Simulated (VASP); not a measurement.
Wanted: the native input for a VASP 6.6.1 run.

| Property | Result |
| --- | --- |
| Task | single point |
| Functional | PBEsol |
| Potentials or basis | VASP PAW PBE potentials, release 64 (Mg, O) |
| Cutoff | 520 eV |
| k mesh | 6 × 6 × 4 |
| Occupations | fermi-dirac, width 0.01 eV |
| Spin | no spin polarisation |
| Dipole correction | no |
| Further INCAR settings | ALGO = Normal; EDIFF = 1e-06; NBANDS = 16 |

The structure of MgO lies in POSCAR:

```
MgO
1.0
    3.4137589941      0.0000000000      0.0000000000
   -1.7068794971      2.9564020113      0.0000000000
    0.0000000000      0.0000000000      4.1097663732
Mg O
2 2
Direct
    0.6666666667      0.3333333333      0.7500000000
    0.3333333333      0.6666666667      0.2500000000
    0.6666666667      0.3333333333      0.2500000000
    0.3333333333      0.6666666667      0.7500000000
```

The input as run:

INCAR

```
  ALGO = Normal
  EDIFF = 1E-6
  ENCUT = 520
  GGA = PS
  ISIF = 2
  ISMEAR = -1
  LASPH = True
  LCHARG = True
  LELF = True
  LREAL = False
  LVHAR = True
  LWAVE = False
  NBANDS = 16
  NELM = 80
  PREC = Accurate
  SIGMA = 0.01
```

KPOINTS

```
k-points
0
Gamma
  6 6 4
```

Potentials or basis: VASP PAW PBE potentials, release 64 (Mg, O).

Command:

```console
$ cat potpaw_PBE.64/Mg/POTCAR potpaw_PBE.64/O/POTCAR > POTCAR
$ mpirun -np 1 vasp_std > vasp.out
```

Results of the run:

* Pressure: 9.7 GPa
* Band gap on the k mesh: 3.61 eV

Caveat: the cell stands under pressure; the PAW data sets were made with another functional, which shifts forces and pressure a little.

It took 28 s on 1 thread of Intel Xeon 8259CL, with other jobs on the host, peak memory 0.17 GiB.
